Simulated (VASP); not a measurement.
# Rh2C3 (R-3m) in VASP: single point with PBE

Aim: the single point of Rh2C3 with PBE.

All numbers are computed with VASP 6.6.1; they aren't measurements. Logs are shortened: lines on timing, memory, paths and dates and some standing lists are left out, and cuts for length are marked.

### 1 The cell of the first run

Symmetry: R-3m, No. 166, trigonal system. Conventional cell: a = 2.902 Å, b = 2.902 Å, c = 20.179 Å, α = 90.00°, β = 90.00°, γ = 120.00°. Within 2.7 Å of Rh (site symmetry 3m) lie 6 C at 2.03 to 2.15 Å. Within 3.1 Å of C (site symmetry -3m) lie 6 Rh at 2.15 Å and 12 C at 2.90 to 3.01 Å. C (site symmetry 3m) has 3 Rh at 2.03 Å and 3 C at 2.41 Å within 2.7 Å.

### 2 Single point, PBE

Contents of INCAR:

```
PREC = Accurate ; ENCUT = 520
EDIFF = 1E-7 ; ISMEAR = 0
SIGMA = 0.1 ; LREAL = False
LASPH = True ; NELM = 100
ALGO = Normal ; ISIF = 2
LWAVE = False ; LCHARG = False
GGA = PE ; NBANDS = 29
```

Contents of KPOINTS:

```
regular mesh
0
Gamma
  6 6 6
```

Contents of POSCAR:

```
Rh2C3
1.0
    1.4510619630      0.8377710149      6.7264082576
   -1.4510619630      0.8377710149      6.7264082576
    0.0000000000     -1.6755420298      6.7264082576
Rh C
2 3
Direct
    0.4000000000      0.4000000000      0.4000000000
    0.6000000000      0.6000000000      0.6000000000
    0.0000000000      0.0000000000      0.0000000000
    0.2095000000      0.2095000000      0.2095000000
    0.7905000000      0.7905000000      0.7905000000
```

Potentials or basis: VASP PAW PBE potentials, release 64 (Rh_pv, C).

The run is started by

```console
$ cat potpaw_PBE.64/Rh_pv/POTCAR potpaw_PBE.64/C/POTCAR > POTCAR
$ mpirun -np 1 vasp_std > vasp.out
```

OUTCAR:

```text
PREC = Accurate
   ENCUT = 520
   EDIFF = 1E-7
   ISMEAR = 0
   LREAL = False
   LASPH = True
   NELM = 100
   ISIF = 2
   GGA = PE

 ion  position               nearest neighbor table
   1  0.400  0.400  0.400-   5 2.03   5 2.03   5 2.03   3 2.15   3 2.15   3 2.15   2 3.17   2 3.17
                             2 3.17
   2  0.600  0.600  0.600-   4 2.03   4 2.03   4 2.03   3 2.15   3 2.15   3 2.15   1 3.17   1 3.17
                             1 3.17
   3  0.000  0.000  0.000-   2 2.15   1 2.15   2 2.15   2 2.15   1 2.15   1 2.15
   4  0.209  0.209  0.209-   2 2.03   2 2.03   2 2.03
   5  0.791  0.791  0.791-   1 2.03   1 2.03   1 2.03

  LATTYP: Found a trigonal (rhomboedric) cell.
 ALAT       =     6.9319556506
 COS(alpha) =     0.9123624232

  Lattice vectors:

 A1 = (   1.4510619630,   0.8377710149,   6.7264082576)
 A2 = (  -1.4510619630,   0.8377710149,   6.7264082576)
 A3 = (   0.0000000000,  -1.6755420298,   6.7264082576)

Analysis of symmetry for initial positions (statically):
=====================================================================
 Subroutine PRICEL returns:
 Original cell was already a primitive cell.

 Routine SETGRP: Setting up the symmetry group for a
 trigonal (rhombohedral) supercell.

 Subroutine GETGRP returns: Found 12 space group operations
 (whereof 12 operations were pure point group operations)
 out of a pool of 12 trial point group operations.

The static configuration has the point symmetry D_3d.

Analysis of symmetry for dynamics (positions and initial velocities):
=====================================================================
 Subroutine PRICEL returns:
 Original cell was already a primitive cell.

 Routine SETGRP: Setting up the symmetry group for a
 trigonal (rhombohedral) supercell.

 Subroutine GETGRP returns: Found 12 space group operations
 (whereof 12 operations were pure point group operations)
 out of a pool of 12 trial point group operations.

The dynamic configuration has the point symmetry D_3d.

 Subroutine INISYM returns: Found 12 space group operations
 (whereof 12 operations are pure point group operations),
 and found     1 'primitive' translations

----------------------------------------------------------------------------------------

                                     Primitive cell

  volume of cell :      49.0621

  direct lattice vectors                    reciprocal lattice vectors
     1.451061963  0.837771015  6.726408258     0.344575223  0.198940598  0.049555918
    -1.451061963  0.837771015  6.726408258    -0.344575223  0.198940598  0.049555918
     0.000000000 -1.675542030  6.726408258     0.000000000 -0.397881196  0.049555918

  length of vectors
     6.931955651  6.931955651  6.931955651     0.400955403  0.400955403  0.400955403

  position of ions in fractional coordinates (direct lattice)
     0.400000000  0.400000000  0.400000000
     0.600000000  0.600000000  0.600000000
     0.000000000  0.000000000  0.000000000
     0.209500000  0.209500000  0.209500000
     0.790500000  0.790500000  0.790500000

  ion indices of the primitive-cell ions
   primitive index   ion index
                 1           1
                 2           2
                 3           3
                 4           4
                 5           5

----------------------------------------------------------------------------------------

 KPOINTS: regular mesh

Automatic generation of k-mesh.
 Grid dimensions read from file:
 generate k-points for:    6    6    6

 Generating k-lattice:

  Cartesian coordinates                     Fractional coordinates (reciprocal lattice)
     0.057429204  0.033156766  0.008259320     0.166666667  0.000000000  0.000000000
    -0.057429204  0.033156766  0.008259320     0.000000000  0.166666667  0.000000000
     0.000000000 -0.066313533  0.008259320     0.000000000  0.000000000  0.166666667

  Length of vectors
     0.066825900  0.066825900  0.066825900

  Shift w.r.t. Gamma in fractional coordinates (k-lattice)
     0.000000000  0.000000000  0.000000000

 Subroutine IBZKPT returns following result:
 ===========================================

 Found     32 irreducible k-points:

 Following reciprocal coordinates:
            Coordinates               Weight
  0.000000  0.000000  0.000000      1.000000
  0.166667 -0.000000  0.000000      6.000000
  0.333333  0.000000 -0.000000      6.000000
  0.500000  0.000000 -0.000000      3.000000
  0.166667  0.166667  0.000000      6.000000
  0.333333  0.166667 -0.000000     12.000000
[... 16 lines left out ...]
  0.500000  0.500000  0.166667      6.000000
 -0.333333  0.500000  0.166667     12.000000
 [... further k-points ...]
   k-points           NKPTS =     32   k-points in BZ     NKDIM =     32   number of bands    NBANDS=     29
   number of dos      NEDOS =    301   number of ions     NIONS =      5
   total plane-waves  NPLWV = 157464
   dimension x,y,z NGX =    54 NGY =   54 NGZ =   54
   dimension x,y,z NGXF=   108 NGYF=  108 NGZF=  108
   ions per type =               2   3
   NGX,Y,Z   is equivalent  to a cutoff of  12.95, 12.95, 12.95 a.u.
   NGXF,Y,Z  is equivalent  to a cutoff of  25.90, 25.90, 25.90 a.u.
 SYSTEM =  unknown system
   PREC   = accura    normal or accurate (medium, high low for compatibility)
   ISTART =      0    job   : 0-new  1-cont  2-samecut
   ICHARG =      2    charge: 1-file 2-atom 10-const
   ISPIN  =      1    spin polarized calculation?
   LNONCOLLINEAR =      F non collinear calculations
   LSORBIT =      F    spin-orbit coupling
   LASPH  =      T    aspherical Exc in radial PAW
   ENCUT  =  520.0 eV  38.22 Ry    6.18 a.u.  12.89 12.89 12.89*2*pi/ulx,y,z
   NELM   =    100;   NELMIN=  2; NELMDL= -5     # of ELM steps
   EDIFF  = 0.1E-06   stopping-criterion for ELM
   LREAL  =      F    real-space projection
   EDIFFG = 0.1E-05   stopping-criterion for IOM
   NSW    =      0    number of steps for IOM
   IBRION =     -1    ionic relax: 0-MD 1-quasi-New 2-CG
   NFREE  =      0    steps in history (QN), initial steepest desc. (CG)
   ISIF   =      2    stress and relaxation
   ISYM   =      2    0-nonsym 1-usesym 2-fastsym
   POTIM  = 0.5000    time-step for ionic-motion
   TEBEG  =    0.0;   TEEND  =   0.0 temperature during run
   PSTRESS=    0.0 pullay stress
   NELECT =      42.0000    total number of electrons
   NUPDOWN=      -1.0000    fix difference up-down
   EMIN   =  10.00;   EMAX   =-10.00  energy-range for DOS
   EFERMI =   0.00;   METHOD = LEGACY
   ISMEAR =     0;   SIGMA  =   0.10  broadening in eV -4-tet -1-fermi 0-gaus
   EFERMI_NEDOS =   21; number of points for ismear=-14 and -15
   IALGO  =     38    algorithm
   IMIX   =      4    mixing-type and parameters
     AMIX     =   0.40;   BMIX     =  1.00
     AMIX_MAG =   1.60;   BMIX_MAG =  1.00
  volume/ion in A,a.u.               =       9.81        66.22
  Fermi-wavevector in a.u.,A,eV,Ry     =   1.554447  2.937479 32.875845  2.416306
  Thomas-Fermi vector in A             =   2.658532
   LORBIT       =      0    0 simple, 1 ext, 2 COOP (PROOUT), +10 PAW based schemes
   GGA     = PE    functional components
   LHFCALC =     F    Hartree Fock is set to
   AEXX    =    0.0000 exact exchange contribution
   IVDW    =     0    specifies the selected vdW correction
   LEPSILON=     F    determine dielectric tensor
   LRPA    =     F    only Hartree local field effects (RPA)
 non-spin polarized calculation
 Gauss-broadening in eV      SIGMA  =   0.10
  energy-cutoff  :      520.00
  volume of cell :       49.06
 maximum number of plane-waves:      1352
 NGX is ok and might be reduce to    54
   NGX = 25   NGY = 25   NGZ = 25

 number of electron      42.0000006 magnetization

 Free energy of the ion-electron system (eV)
  ---------------------------------------------------
  ext. energy  EPLUGINS =         0.00000000
  ---------------------------------------------------
  free energy    TOTEN  =       -33.48957705 eV

  energy without entropy =      -33.46722477  energy(sigma->0) =      -33.47840091

 E-fermi :   9.8415     XC(G=0): -13.2433

 val. band max:        9.8390919392   @ k =   0.5000   0.0000  -0.0000
 cond. band min:       9.8420659281   @ k =   0.5000   0.3333   0.1667
 fundamental gap:      0.0029739888
 Fermi energy:         9.8415345052

 k-point     1 :       0.0000    0.0000    0.0000
  band No.  band energies     occupation
      1     -37.6617      2.00000
      2     -37.5766      2.00000
      3     -37.4934      2.00000
      4     -37.4934      2.00000
      5     -37.4871      2.00000
      6     -37.4871      2.00000
[... 21 lines left out ...]
     28      15.9386      0.00000
     29      19.6751      0.00000

 k-point     2 :       0.1667   -0.0000    0.0000
  band No.  band energies     occupation
      1     -37.6461      2.00000
      2     -37.5804      2.00000
      3     -37.5600      2.00000
      4     -37.5560      2.00000
      5     -37.5124      2.00000
      6     -37.5030      2.00000
[... 21 lines left out ...]
     28      15.1488      0.00000
     29      20.9408      0.00000

 k-point     3 :       0.3333    0.0000   -0.0000
  band No.  band energies     occupation
      1     -37.7156      2.00000
      2     -37.7044      2.00000
      3     -37.6077      2.00000
      4     -37.5581      2.00000
      5     -37.5492      2.00000
      6     -37.5357      2.00000
[... 21 lines left out ...]
     28      15.7052      0.00000
     29      20.3946      0.00000

 k-point     4 :       0.5000    0.0000   -0.0000
  band No.  band energies     occupation
      1     -37.7871      2.00000
      2     -37.7743      2.00000
      3     -37.5869      2.00000
      4     -37.5674      2.00000
      5     -37.5572      2.00000
      6     -37.5522      2.00000
[... 597 lines left out ...]
     28      15.8001      0.00000
     29      20.5358      0.00000

 k-point    23 :       0.5000    0.5000    0.1667
  band No.  band energies     occupation
      1     -37.7155      2.00000
      2     -37.7046      2.00000
      3     -37.6064      2.00000
      4     -37.5594      2.00000
      5     -37.5494      2.00000
      6     -37.5356      2.00000
[... 21 lines left out ...]
     28      15.4722      0.00000
     29      19.9511      0.00000

 k-point    24 :      -0.3333    0.5000    0.1667
  band No.  band energies     occupation
      1     -37.7492      2.00000
      2     -37.7393      2.00000
      3     -37.6054      2.00000
      4     -37.5943      2.00000
      5     -37.5817      2.00000
      6     -37.5570      2.00000
[... 21 lines left out ...]
     28      16.1029      0.00000
     29      20.3065      0.00000

 [... further k-points ...]

------------------------ aborting loop because EDIFF is reached ----------------------------------------

  FORCE on cell =-STRESS in cart. coord.  units (eV):
  Direction    XX          YY          ZZ          XY          YZ          ZX
  --------------------------------------------------------------------------------------
  -------------------------------------------------------------------------------------
  Total        3.0086026      3.0086026      6.0952787     -0.0000000     -0.0000000      0.0000000
  in kB       98.2493396     98.2493396    199.0482627     -0.0000000     -0.0000000      0.0000000
  external PRESSURE =     131.8489806 kB  Pullay stress =       0.0000000 kB

 VOLUME and BASIS-vectors are now :
 -----------------------------------------------------------------------------
  energy-cutoff  :      520.00
  volume of cell :       49.06
      direct lattice vectors                 reciprocal lattice vectors
     1.451061963  0.837771015  6.726408258     0.344575223  0.198940598  0.049555918
    -1.451061963  0.837771015  6.726408258    -0.344575223  0.198940598  0.049555918
     0.000000000 -1.675542030  6.726408258     0.000000000 -0.397881196  0.049555918

 POSITION                                       TOTAL-FORCE (eV/Angst)
 -----------------------------------------------------------------------------------
      0.00000      0.00000      8.07169         0.000000     -0.000000      0.629510
      0.00000      0.00000     12.10753         0.000000      0.000000     -0.629510
      0.00000      0.00000      0.00000         0.000000     -0.000000     -0.000000
      0.00000      0.00000      4.22755         0.000000     -0.000000     -1.136566
      0.00000      0.00000     15.95168         0.000000      0.000000      1.136566
 -----------------------------------------------------------------------------------
    total drift:                               -0.000000     -0.000000      0.000000

  FREE ENERGIE OF THE ION-ELECTRON SYSTEM (eV)
  ---------------------------------------------------
  free  energy   TOTEN  =       -33.4895770532 eV

  energy  without entropy=      -33.4672247733  energy(sigma->0) =      -33.47840091
```

Wall time 3.9 min (1 thread of AMD EPYC 7R13 (Zen 3), shared host); peak memory 0.36 GiB.

What came out:

| Property | Result |
| --- | --- |
| Free energy | -33.4896 eV |
| Pressure | 13.2 GPa |
| Largest force | 1.137 eV/Å |
| Band gap on the k mesh | zero (bands 21 and 22 overlap by 0.90 eV) |

Forces in eV/Å, atoms in the order of the input:
```
Rh   0.000  0.000  0.630
Rh   0.000  0.000 -0.630
C    0.000  0.000  0.000
C    0.000  0.000 -1.137
C    0.000  0.000  1.137
```

Caveat: the k points lie up to 0.42 Å⁻¹ apart, too coarse for converged energies and pressures of a metal; forces of over 1 eV/Å act on the atoms, so gaps and moduli don't describe the material at rest.
